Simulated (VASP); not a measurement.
# AlNi in VASP: further runs

AlNi is run at these levels: PBE, PBEsol+D3(BJ), revPBE+D4, PBEsol, RPBE; tasks: single point.

Everything below comes from runs of VASP 6.6.1. Logs are shortened: lines on timing, memory, paths and dates and some standing lists are left out, and cuts for length are marked.

**1. The cell of the first run**

The structure is tetragonal, space group P4/mmm (No. 123). The conventional cell has a = 2.881 Å, b = 2.881 Å, c = 2.939 Å, α = 90.00°, β = 90.00°, γ = 90.00°. Within 3.3 Å of Ni (site symmetry 4/mmm) lie 8 Al at 2.51 Å and 6 Ni at 2.88 to 2.94 Å. Within 3.3 Å of Al (site symmetry 4/mmm) lie 8 Ni at 2.51 Å and 6 Al at 2.88 to 2.94 Å.

**2. Single point, PBE, collinear spin, ferromagnetic start**

INCAR reads:

```
PREC = Accurate
ENCUT = 520
EDIFF = 1E-6
ISMEAR = -1
SIGMA = 0.05
LREAL = False
LASPH = True
NELM = 150
ALGO = Normal
ISIF = 2
LWAVE = False
LCHARG = False
ISPIN = 2
MAGMOM = 1 0
LORBIT = 11
LMAXMIX = 4
GGA = PE
NBANDS = 18
```

KPOINTS reads:

```
regular mesh
0
Gamma
  8 8 8
```

POSCAR reads:

```
AlNi
1.0
    2.8810000000      0.0000000000      0.0000000000
    0.0000000000      2.8810000000      0.0000000000
    0.0000000000      0.0000000000      2.9386200000
Ni Al
1 1
Direct
    0.5000000000      0.5000000000      0.5000000000
    0.0000000000      0.0000000000      0.0000000000
```

Potentials or basis: VASP PAW PBE potentials, release 64 (Ni, Al).

Started as:

```console
$ cat potpaw_PBE.64/Ni/POTCAR potpaw_PBE.64/Al/POTCAR > POTCAR
$ mpirun -np 1 vasp_std > vasp.out
```

OUTCAR:

```text
PREC = Accurate
   ENCUT = 520
   EDIFF = 1E-6
   ISMEAR = -1
   LREAL = False
   LASPH = True
   NELM = 150
   ISIF = 2
   ISPIN = 2
   LORBIT = 11
   GGA = PE

 ion  position               nearest neighbor table
   1  0.500  0.500  0.500-   2 2.51   2 2.51   2 2.51   2 2.51   2 2.51   2 2.51   2 2.51   2 2.51

   2  0.000  0.000  0.000-   1 2.51   1 2.51   1 2.51   1 2.51   1 2.51   1 2.51   1 2.51   1 2.51

  LATTYP: Found a simple tetragonal cell.
 ALAT       =     2.8810000000
 C/A-ratio  =     1.0200000000

  Lattice vectors:

 A1 = (   2.8810000000,   0.0000000000,   0.0000000000)
 A2 = (   0.0000000000,   2.8810000000,   0.0000000000)
 A3 = (   0.0000000000,   0.0000000000,   2.9386200000)

Analysis of symmetry for initial positions (statically):
=====================================================================
 Subroutine PRICEL returns:
 Original cell was already a primitive cell.

 Routine SETGRP: Setting up the symmetry group for a
 simple tetragonal supercell.

 Subroutine GETGRP returns: Found 16 space group operations
 (whereof 16 operations were pure point group operations)
 out of a pool of 16 trial point group operations.

The static configuration has the point symmetry D_4h.

Analysis of symmetry for dynamics (positions and initial velocities):
=====================================================================
 Subroutine PRICEL returns:
 Original cell was already a primitive cell.

 Routine SETGRP: Setting up the symmetry group for a
 simple tetragonal supercell.

 Subroutine GETGRP returns: Found 16 space group operations
 (whereof 16 operations were pure point group operations)
 out of a pool of 16 trial point group operations.

The dynamic configuration has the point symmetry D_4h.

Analysis of structural, dynamic, and magnetic symmetry:
=====================================================================
 Subroutine PRICEL returns:
 Original cell was already a primitive cell.

 Routine SETGRP: Setting up the symmetry group for a
 simple tetragonal supercell.

 Subroutine GETGRP returns: Found 16 space group operations
 (whereof 16 operations were pure point group operations)
 out of a pool of 16 trial point group operations.

The overall configuration has the point symmetry D_4h.

 Subroutine INISYM returns: Found 16 space group operations
 (whereof 16 operations are pure point group operations),
 and found     1 'primitive' translations

----------------------------------------------------------------------------------------

                                     Primitive cell

  volume of cell :      24.3910

  direct lattice vectors                    reciprocal lattice vectors
     2.881000000  0.000000000  0.000000000     0.347101701  0.000000000  0.000000000
     0.000000000  2.881000000  0.000000000     0.000000000  0.347101701  0.000000000
     0.000000000  0.000000000  2.938620000     0.000000000  0.000000000  0.340295785

  length of vectors
     2.881000000  2.881000000  2.938620000     0.347101701  0.347101701  0.340295785

  position of ions in fractional coordinates (direct lattice)
     0.500000000  0.500000000  0.500000000
     0.000000000  0.000000000  0.000000000

  ion indices of the primitive-cell ions
   primitive index   ion index
                 1           1
                 2           2

----------------------------------------------------------------------------------------

 KPOINTS: regular mesh

Automatic generation of k-mesh.
 Grid dimensions read from file:
 generate k-points for:    8    8    8

 Generating k-lattice:

  Cartesian coordinates                     Fractional coordinates (reciprocal lattice)
     0.043387713  0.000000000  0.000000000     0.125000000  0.000000000  0.000000000
     0.000000000  0.043387713  0.000000000     0.000000000  0.125000000  0.000000000
     0.000000000  0.000000000  0.042536973     0.000000000  0.000000000  0.125000000

  Length of vectors
     0.043387713  0.043387713  0.042536973

  Shift w.r.t. Gamma in fractional coordinates (k-lattice)
     0.000000000  0.000000000  0.000000000

 Subroutine IBZKPT returns following result:
 ===========================================

 Found     75 irreducible k-points:

 Following reciprocal coordinates:
            Coordinates               Weight
  0.000000  0.000000  0.000000      1.000000
  0.125000  0.000000  0.000000      4.000000
  0.250000  0.000000  0.000000      4.000000
  0.375000  0.000000  0.000000      4.000000
  0.500000  0.000000  0.000000      2.000000
  0.125000  0.125000  0.000000      4.000000
[... 16 lines left out ...]
  0.375000  0.125000  0.125000     16.000000
  0.500000  0.125000  0.125000      8.000000
 [... further k-points ...]
   k-points           NKPTS =     75   k-points in BZ     NKDIM =     75   number of bands    NBANDS=     18
   number of dos      NEDOS =    301   number of ions     NIONS =      2
   total plane-waves  NPLWV =  13824
   dimension x,y,z NGX =    24 NGY =   24 NGZ =   24
   dimension x,y,z NGXF=    48 NGYF=   48 NGZF=   48
   ions per type =               1   1
   NGX,Y,Z   is equivalent  to a cutoff of  13.85, 13.85, 13.58 a.u.
   NGXF,Y,Z  is equivalent  to a cutoff of  27.70, 27.70, 27.15 a.u.
 SYSTEM =  unknown system
   PREC   = accura    normal or accurate (medium, high low for compatibility)
   ISTART =      0    job   : 0-new  1-cont  2-samecut
   ICHARG =      2    charge: 1-file 2-atom 10-const
   ISPIN  =      2    spin polarized calculation?
   LNONCOLLINEAR =      F non collinear calculations
   LSORBIT =      F    spin-orbit coupling
   LASPH  =      T    aspherical Exc in radial PAW
   ENCUT  =  520.0 eV  38.22 Ry    6.18 a.u.   5.36  5.36  5.46*2*pi/ulx,y,z
   NELM   =    150;   NELMIN=  2; NELMDL= -5     # of ELM steps
   EDIFF  = 0.1E-05   stopping-criterion for ELM
   LREAL  =      F    real-space projection
   EDIFFG = 0.1E-04   stopping-criterion for IOM
   NSW    =      0    number of steps for IOM
   IBRION =     -1    ionic relax: 0-MD 1-quasi-New 2-CG
   NFREE  =      0    steps in history (QN), initial steepest desc. (CG)
   ISIF   =      2    stress and relaxation
   ISYM   =      2    0-nonsym 1-usesym 2-fastsym
   POTIM  = 0.5000    time-step for ionic-motion
   TEBEG  =    0.0;   TEEND  =   0.0 temperature during run
   PSTRESS=    0.0 pullay stress
   NELECT =      13.0000    total number of electrons
   NUPDOWN=      -1.0000    fix difference up-down
   EMIN   =  10.00;   EMAX   =-10.00  energy-range for DOS
   EFERMI =   0.00;   METHOD = LEGACY
   ISMEAR =    -1;   SIGMA  =   0.05  broadening in eV -4-tet -1-fermi 0-gaus
   EFERMI_NEDOS =   21; number of points for ismear=-14 and -15
   IALGO  =     38    algorithm
   IMIX   =      4    mixing-type and parameters
     AMIX     =   0.40;   BMIX     =  1.00
     AMIX_MAG =   1.60;   BMIX_MAG =  1.00
  volume/ion in A,a.u.               =      12.20        82.30
  Fermi-wavevector in a.u.,A,eV,Ry     =   1.327331  2.508292 23.970854  1.761808
  Thomas-Fermi vector in A             =   2.456651
   LORBIT       =     11    0 simple, 1 ext, 2 COOP (PROOUT), +10 PAW based schemes
   GGA     = PE    functional components
   LHFCALC =     F    Hartree Fock is set to
   AEXX    =    0.0000 exact exchange contribution
   IVDW    =     0    specifies the selected vdW correction
   LEPSILON=     F    determine dielectric tensor
   LRPA    =     F    only Hartree local field effects (RPA)
 spin polarized calculation
  energy-cutoff  :      520.00
  volume of cell :       24.39
 maximum number of plane-waves:       675
 NGX is ok and might be reduce to    24
   NGX = 11   NGY = 11   NGZ = 11

 number of electron      13.0000006 magnetization      -0.0053970

 number of electron      13.0000006 magnetization       0.0006779

 Free energy of the ion-electron system (eV)
  ---------------------------------------------------
  ext. energy  EPLUGINS =         0.00000000
  ---------------------------------------------------
  free energy    TOTEN  =       -10.53740258 eV

  energy without entropy =      -10.52795807  energy(sigma->0) =      -10.53268033

 E-fermi :   9.6896     XC(G=0): -11.9535

 val. band max:        9.6422437662   @ k =   0.2500   0.1250   0.3750
 cond. band min:       9.7668068430   @ k =   0.3750   0.1250   0.2500
 fundamental gap:      0.1245630768
 Fermi energy:         9.6895518015

 spin component 1

 k-point     1 :       0.0000    0.0000    0.0000
  band No.  band energies     occupation
      1      -1.2273      1.00000
      2       6.6270      1.00000
      3       6.6342      1.00000
      4       8.2484      1.00000
      5       8.2484      1.00000
      6       8.2919      1.00000
[... 10 lines left out ...]
     17      32.9867      0.00000
     18      32.9867      0.00000
[... 463 lines left out ...]
 k-point    24 :       0.5000    0.1250    0.1250
  band No.  band energies     occupation
      1       3.3388      1.00000
      2       3.6754      1.00000
      3       7.2263      1.00000
      4       7.2756      1.00000
      5       7.7871      1.00000
      6       8.1347      1.00000
[... 10 lines left out ...]
     17      32.3784      0.00000
     18      34.0207      0.00000

 [... further k-points ...]

 spin component 2

 k-point     1 :       0.0000    0.0000    0.0000
  band No.  band energies     occupation
      1      -1.2273      1.00000
      2       6.6275      1.00000
      3       6.6349      1.00000
      4       8.2487      1.00000
      5       8.2487      1.00000
      6       8.2921      1.00000
[... 10 lines left out ...]
     17      32.9866      0.00000
     18      32.9866      0.00000
[... 463 lines left out ...]
 k-point    24 :       0.5000    0.1250    0.1250
  band No.  band energies     occupation
      1       3.3387      1.00000
      2       3.6754      1.00000
      3       7.2269      1.00000
      4       7.2758      1.00000
      5       7.7873      1.00000
      6       8.1350      1.00000
[... 10 lines left out ...]
     17      32.3785      0.00000
     18      34.0208      0.00000

 [... further k-points ...]
[... 5 lines left out ...]
  --------------------------------------------------------------------------------------
  -------------------------------------------------------------------------------------
  Total       -0.1097635     -0.1097635     -0.2199773      0.0000000      0.0000000      0.0000000
  in kB       -7.2100568     -7.2100568    -14.4496895      0.0000000      0.0000000      0.0000000
  external PRESSURE =      -9.6232677 kB  Pullay stress =       0.0000000 kB

 VOLUME and BASIS-vectors are now :
 -----------------------------------------------------------------------------
  energy-cutoff  :      520.00
  volume of cell :       24.39
      direct lattice vectors                 reciprocal lattice vectors
     2.881000000  0.000000000  0.000000000     0.347101701  0.000000000  0.000000000
     0.000000000  2.881000000  0.000000000     0.000000000  0.347101701  0.000000000
     0.000000000  0.000000000  2.938620000     0.000000000  0.000000000  0.340295785

 POSITION                                       TOTAL-FORCE (eV/Angst)
 -----------------------------------------------------------------------------------
      1.44050      1.44050      1.46931         0.000000      0.000000      0.000000
      0.00000      0.00000      0.00000         0.000000      0.000000      0.000000
 -----------------------------------------------------------------------------------
    total drift:                                0.000000      0.000000     -0.000000

  FREE ENERGIE OF THE ION-ELECTRON SYSTEM (eV)
  ---------------------------------------------------
  free  energy   TOTEN  =       -10.5374025849 eV

  energy  without entropy=      -10.5279580702  energy(sigma->0) =      -10.53268033

 total charge

# of ion       s       p       d       tot
------------------------------------------
    1        0.466   0.499   8.465   9.430
    2        0.382   0.407   0.000   0.789
--------------------------------------------------
tot          0.848   0.905   8.465  10.219

 magnetization (x)

# of ion       s       p       d       tot
------------------------------------------
    1        0.000   0.000   0.000   0.000
    2        0.000   0.000   0.000   0.000
--------------------------------------------------
tot          0.000   0.000   0.000   0.000
```

It took 47 s on 1 thread of Intel Xeon Platinum 8259CL at 2.50GHz (Skylake/Cascade Lake), shared host; peak memory 0.18 GiB.

What came out:

| Property | Result |
| --- | --- |
| Free energy | -10.5374 eV |
| Pressure | -1.0 GPa |
| Net moment | 0.00 μB per cell |
| Valence electrons inside the program's atomic spheres | Ni 9.43; Al 0.79 |

**3. Single point, PBEsol+D3(BJ), collinear spin, ferromagnetic start**

This run uses another cell than the first one, of 11.34 Å³/atom, 0.930 times its volume.

INCAR reads:

```
SYSTEM = AlNi
  PREC = Accurate
  ENCUT = 600
  EDIFF = 1E-6
  ISMEAR = -1
  SIGMA = 0.05
  LREAL = .False.
  LASPH = .True.
  NELM = 200
  ALGO = Normal
  ISIF = 2
  LWAVE = .False.
  LCHARG = .False.
  ISPIN = 2
  MAGMOM = 1 0
  LORBIT = 11
  LMAXMIX = 4
  GGA = PS
  IVDW = 12
  NBANDS = 18
  GGA_COMPAT = .False.
```

KPOINTS reads:

```
Automatic mesh
0
Gamma
  9 9 9
  0 0 0
```

POSCAR reads:

```
AlNi
1.0
    2.8308285849      0.0000000000      0.0000000000
    0.0000000000      2.8308285849      0.0000000000
    0.0000000000      0.0000000000      2.8308285849
Ni Al
1 1
Direct
    0.5000000000      0.5000000000      0.5000000000
    0.0000000000      0.0000000000      0.0000000000
```

Potentials or basis: VASP PAW PBE potentials, release 64 (Ni, Al).

Started as:

```console
$ cat potpaw_PBE.64/Ni/POTCAR potpaw_PBE.64/Al/POTCAR > POTCAR
$ mpirun -np 1 vasp_std > vasp.out
```

Wall time 37 s (1 thread of Intel Xeon 8259CL, shared host); peak memory 0.17 GiB.

It converged, with:

| Item | Value |
| --- | --- |
| Free energy | -12.4314 eV |
| Pressure | 0.0 GPa |
| Net moment | 0.00 μB per cell |
| Valence electrons inside the program's atomic spheres | Ni 9.57; Al 0.82 |
| Dispersion energy per atom | -0.430 eV |

Levels at points of the mesh, in eV from the Fermi level:
Spin up:
```tsv
k point	band 3	band 4	band 5	band 6	band 7	band 8	band 9	band 10
(0.00, 0.00, 0.00)	-3.53	-1.68	-1.68	-1.68	5.71	5.71	5.71	8.30
```
Spin down:
```tsv
k point	band 3	band 4	band 5	band 6	band 7	band 8	band 9	band 10
(0.00, 0.00, 0.00)	-3.53	-1.68	-1.68	-1.68	5.71	5.71	5.71	8.30
```

Caveat: the PAW data sets were made with another functional, which shifts forces and pressure a little; pairwise dispersion overbinds metals, which lowers pressure and volume.

(Part 1 of 2 ends here.)
